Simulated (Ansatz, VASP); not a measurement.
**Two plane-wave programs on AlAs**

```
Al As
1.0
     0.00000    2.86386    2.86386
     2.86386    0.00000    2.86386
     2.86386    2.86386    0.00000
Al As
1 1
Direct
  0.00000 0.00000 0.00000
  0.25000 0.25000 0.25000
```

Alike in both runs: functional PBE; k mesh 8 × 8 × 8; occupations gaussian, width 0.02 eV; no spin polarisation.

Ansatz relaxed the structure, and its values are those at the end. VASP's run is a single point on that final structure, the one shown.

```csv
,VASP,Ansatz
version,VASP 6.6.1,Ansatz 0.2.0
potentials or method,"VASP PAW PBE potentials, release 64 (Al, As), cutoff 500 eV","scalar-relativistic, plane waves, PAW"
valence electrons in the cell,8,18
```

|  | VASP | Ansatz | Ansatz less VASP |
| --- | --- | --- | --- |
| gap on the k mesh at the Fermi level (eV) | 1.49 | 1.50 | +0.009 |
| least direct gap on the mesh (eV) | 1.78 | 1.78 | -0.003 |
| pressure (GPa) | 0.2 | 0.0 | -0.17 |

VASP's potentials hold 8 valence electrons a cell and Ansatz's 18, so a difference there can come from the potentials and not from the codes.
